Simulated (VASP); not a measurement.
# Ru (P6_3/mmc) in VASP: settings compared, part 2 of 2

VASP 6.6.1. Earlier steps stand in the parts before.

## (5) Single point, r2SCAN, non-collinear spin, zero start, spin-orbit coupling

POSCAR

```
Ru
1.0
    2.7058000000      0.0000000000      0.0000000000
   -1.3529000000      2.3432915376      0.0000000000
    0.0000000000      0.0000000000      4.2819000000
Ru
2
Direct
    0.6666666667      0.3333333333      0.7500000000
    0.3333333333      0.6666666667      0.2500000000
```

INCAR.step1

```
PREC = Accurate ; ENCUT = 520
ISMEAR = -1 ; SIGMA = 0.05
LREAL = False ; LASPH = True
NELM = 150 ; MAGMOM = 0 0 0 0 0 0
LSORBIT = True ; GGA_COMPAT = False
LMAXMIX = 4 ; NBANDS = 40
GGA = PE ; ALGO = Normal
EDIFF = 1E-4 ; LWAVE = True
LCHARG = False
```

INCAR.step2

```
PREC = Accurate ; ENCUT = 520
EDIFF = 1E-6 ; ISMEAR = -1
SIGMA = 0.05 ; LREAL = False
LASPH = True ; NELM = 150
ALGO = Normal ; ISIF = 2
LWAVE = False ; LCHARG = True
MAGMOM = 0 0 0 0 0 0 ; LORBIT = 11
LSORBIT = True ; GGA_COMPAT = False
LORBMOM = True ; LMAXMIX = 4
METAGGA = R2SCAN ; LMIXTAU = True
LVHAR = True ; NBANDS = 40
ISTART = 1
```

KPOINTS

```
regular mesh
0
Gamma
  8 8 5
```

Launch:

```bash
> cat potpaw_PBE.64/Ru_pv/POTCAR > POTCAR
> cp INCAR.step1 INCAR
> mpirun -np 1 vasp_ncl > vasp.out
> cp INCAR.step2 INCAR
> mpirun -np 1 vasp_ncl > vasp.out
```

Wall time 2.4 min (1 thread of Intel Xeon 6975P-C (Granite Rapids), shared host); peak memory 0.23 GiB.

The run converged. Its results:

```yaml
Free_energy: -51.1598 eV
Pressure: -0.8 GPa
Net_moment: 0.00 μB per cell
Valence_electrons_inside_the_program's_atomic_spheres: Ru 12.68
```

Stress tensor (GPa, compression positive):
```
-0.35  0.00  0.00
 0.00 -0.35  0.00
 0.00  0.00 -1.73
```

Moments on the atoms (μB; x, y, z):
```
Ru  0.00 0.00 0.00
Ru  0.00 0.00 0.00
```

Caveat: the PAW data sets were made with another functional, which shifts forces and pressure a little.

## (6) Single point, PBE

INCAR

```
SYSTEM = Ru
  PREC = Accurate
  ENCUT = 500
  EDIFF = 1E-6
  ISMEAR = -1
  SIGMA = 0.04
  LREAL = .FALSE.
  LASPH = .TRUE.
  NELM = 120
  ALGO = Normal
  ISIF = 2
  LWAVE = .FALSE.
  LCHARG = .FALSE.
  GGA = PE
  NBANDS = 21
  GGA_COMPAT = .FALSE.
```

KPOINTS

```
Automatic mesh
0
G
  8 8 4
  0 0 0
```

POSCAR is that of step 5.

Potentials or basis: VASP PAW PBE potentials, release 64 (Ru_pv).

Launch:

```bash
> cat potpaw_PBE.64/Ru_pv/POTCAR > POTCAR
> mpirun -np 1 vasp_std > vasp.out
```

OUTCAR:

```text
SYSTEM = Ru
   PREC = Accurate
   ENCUT = 500
   EDIFF = 1E-6
   ISMEAR = -1
   LREAL = .FALSE.
   LASPH = .TRUE.
   NELM = 120
   ISIF = 2
   GGA = PE

 ion  position               nearest neighbor table
   1  0.667  0.333  0.750-   2 2.65   2 2.65   2 2.65   2 2.65   2 2.65   2 2.65
   2  0.333  0.667  0.250-   1 2.65   1 2.65   1 2.65   1 2.65   1 2.65   1 2.65

  LATTYP: Found a hexagonal cell.
 ALAT       =     2.7058000000
 C/A-ratio  =     1.5824894671

  Lattice vectors:

 A1 = (   2.7058000000,   0.0000000000,   0.0000000000)
 A2 = (  -1.3529000000,   2.3432915376,   0.0000000000)
 A3 = (   0.0000000000,   0.0000000000,   4.2819000000)

Analysis of symmetry for initial positions (statically):
=====================================================================
 Subroutine PRICEL returns:
 Original cell was already a primitive cell.

 Routine SETGRP: Setting up the symmetry group for a
 hexagonal supercell.

 Subroutine GETGRP returns: Found 24 space group operations
 (whereof 12 operations were pure point group operations)
[... 155 lines left out ...]

 number of electron      28.0000009 magnetization

 Free energy of the ion-electron system (eV)
  ---------------------------------------------------
  ext. energy  EPLUGINS =         0.00000000
  ---------------------------------------------------
  free energy    TOTEN  =       -18.49284648 eV

  energy without entropy =      -18.48717717  energy(sigma->0) =      -18.49001182

 E-fermi :  12.7855     XC(G=0): -14.1243

 val. band max:       12.7537911537   @ k =   0.2500   0.0000   0.2500
 cond. band min:      12.8416145319   @ k =   0.2500   0.2500   0.2500
 fundamental gap:      0.0878233782
 Fermi energy:        12.7854992915

 k-point     1 :       0.0000    0.0000    0.0000
  band No.  band energies     occupation
      1     -30.8415      2.00000
      2     -29.8876      2.00000
      3     -29.8876      2.00000
      4     -29.7175      2.00000
      5     -29.7175      2.00000
      6     -29.6992      2.00000
[... 565 lines left out ...]
     20      23.2158      0.00000
     21      25.3941      0.00000

 [... further k-points ...]
[... 5 lines left out ...]
  --------------------------------------------------------------------------------------
  -------------------------------------------------------------------------------------
  Total        0.7825833      0.7825833      0.6446590     -0.0000000     -0.0000000      0.0000000
  in kB       46.1830488     46.1830488     38.0436444     -0.0000000     -0.0000000      0.0000000
  external PRESSURE =      43.4699140 kB  Pullay stress =       0.0000000 kB

 VOLUME and BASIS-vectors are now :
 -----------------------------------------------------------------------------
  energy-cutoff  :      500.00
  volume of cell :       27.15
      direct lattice vectors                 reciprocal lattice vectors
     2.705800000  0.000000000  0.000000000     0.369576465  0.213375072  0.000000000
    -1.352900000  2.343291538  0.000000000     0.000000000  0.426750144  0.000000000
     0.000000000  0.000000000  4.281900000     0.000000000  0.000000000  0.233541185

 POSITION                                       TOTAL-FORCE (eV/Angst)
 -----------------------------------------------------------------------------------
      1.35290      0.78110      3.21143        -0.000000     -0.000000      0.000000
     -0.00000      1.56219      1.07048         0.000000      0.000000      0.000000
 -----------------------------------------------------------------------------------
    total drift:                               -0.000000      0.000000     -0.000000

  FREE ENERGIE OF THE ION-ELECTRON SYSTEM (eV)
  ---------------------------------------------------
  free  energy   TOTEN  =       -18.4928464795 eV

  energy  without entropy=      -18.4871771672  energy(sigma->0) =      -18.49001182
```

OSZICAR:

```text
N       E                     dE             d eps       ncg     rms          rms(c)
DAV:   1     0.284012627765E+03    0.28401E+03   -0.17244E+04  1260   0.145E+03
DAV:   2    -0.141059018911E+02   -0.29812E+03   -0.28950E+03  1315   0.441E+02
DAV:   3    -0.198033326564E+02   -0.56974E+01   -0.56723E+01  1485   0.683E+01
DAV:   4    -0.198447047701E+02   -0.41372E-01   -0.41341E-01  1678   0.553E+00
DAV:   5    -0.198449792975E+02   -0.27453E-03   -0.27387E-03  1415   0.426E-01    0.177E+01
DAV:   6    -0.185887702339E+02    0.12562E+01   -0.27720E+00  1450   0.164E+01    0.478E+00
DAV:   7    -0.185005550707E+02    0.88215E-01   -0.43531E-01  1445   0.509E+00    0.972E-01
DAV:   8    -0.184937269304E+02    0.68281E-02   -0.19296E-02  1400   0.976E-01    0.360E-01
DAV:   9    -0.184928428370E+02    0.88409E-03   -0.15851E-03  1390   0.429E-01    0.353E-02
DAV:  10    -0.184928504188E+02   -0.75818E-05   -0.87674E-05  1485   0.971E-02    0.264E-02
DAV:  11    -0.184928463759E+02    0.40429E-05   -0.89007E-06  1405   0.282E-02    0.154E-03
DAV:  12    -0.184928464795E+02   -0.10364E-06   -0.85925E-08   770   0.285E-03
   1 F= -.18492846E+02 E0= -.18490012E+02  d E =-.566931E-02
```

Wall time 15 s (1 thread of Intel Xeon Platinum 8488C (Sapphire Rapids), shared host); peak memory 0.14 GiB.

What came out:

| Item | Value |
| --- | --- |
| Free energy | -18.4928 eV |
| Pressure | 4.3 GPa |
| Band gap on the k mesh | zero (band 14 reaches 14.26 eV, above the bottom of band 15 at 11.35 eV) |

Caveat: the k points lie up to 0.37 Å⁻¹ apart.

## (7) The runs side by side

| task | level | potentials or basis | spin | cell | k mesh | cutoff (eV) | smearing | gap on the mesh (eV) | pressure (GPa) | relaxed volume (Å³/atom) |
| --- | --- | --- | --- | --- | --- | --- | --- | --- | --- | --- |
| single point | PBE | VASP PAW PBE potentials, release 64 (Ru_pv) | off | as given | 11 × 11 × 6 | 520 | gaussian 0.022 eV | none | 4.4 | - |
| relaxation of cell and atoms | LDA | VASP PAW LDA potentials, release 64 (Ru_pv) | off | relaxed | 11 × 11 × 6 | 600 | fermi-dirac 0.05 eV | none | 0.1 | 13.12 |
| relaxation of cell and atoms | PBEsol | VASP PAW PBE potentials, release 64 (Ru_pv) | off | relaxed | 11 × 11 × 6 | 600 | fermi-dirac 0.05 eV | none | 0.0 | 13.32 |
| single point | r2SCAN | VASP PAW PBE potentials, release 64 (Ru_pv) | non-collinear, zero start, SOC | as given | 8 × 8 × 5 | 520 | fermi-dirac 0.05 eV | - | -0.8 | - |
| single point | PBE | VASP PAW PBE potentials, release 64 (Ru_pv) | off | as given | 8 × 8 × 4 | 500 | fermi-dirac 0.04 eV | none | 4.3 | - |

Caveats: some runs use coarse meshes; the PAW data sets were made with another functional, which shifts forces and pressure a little (some runs).

Absolute energies hang on the potentials; compare differences alone.
